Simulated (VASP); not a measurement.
HfN, 4 atoms in the cell. Symmetry: Cmcm, No. 63, orthorhombic system. Conventional cell: a = 4.468 Å, b = 4.468 Å, c = 4.468 Å, α = 90.00°, β = 90.00°, γ = 90.00°. Within 2.8 Å of Hf (site symmetry m2m) lie 6 N at 2.15 to 2.32 Å. Within 2.8 Å of N (site symmetry m2m) lie 6 Hf at 2.15 to 2.32 Å.  This cell differs from its parent crystal: mode 4 frozen in at -0.042 Å and mode 11 at -0.065 Å (largest displacements).

- Program: VASP 6.6.1
- Task: single point
- Functional: LDA
- Potentials or basis: VASP PAW LDA potentials, release 64 (Hf_pv, N)
- Cutoff: 520 eV
- k mesh: 14 × 14 × 10
- Occupations: gaussian, width 0.15 eV
- Spin: no spin polarisation
- Dipole correction: no
- Further INCAR settings: ALGO = Normal; EDIFF = 1e-06; NBANDS = 23

Potentials or basis: VASP PAW LDA potentials, release 64 (Hf_pv, N).

Command:

```console
$ cat potpaw_LDA.64/Hf_pv/POTCAR potpaw_LDA.64/N/POTCAR > POTCAR
$ mpirun -np 1 vasp_std > vasp.out
```

Hardware: 1 thread of Intel(R) Xeon(R) Platinum 8259CL CPU @ 2.50GHz (Skylake/Cascade Lake), on a shared host.

Question: Estimate the wall time of this run.

Answer: Wall time 2.9 min on 1 thread of Intel(R) Xeon(R) Platinum 8259CL CPU @ 2.50GHz (Skylake/Cascade Lake) (shared host), peak memory 0.38 GiB. Counts: scf iterations 13, k points 342.
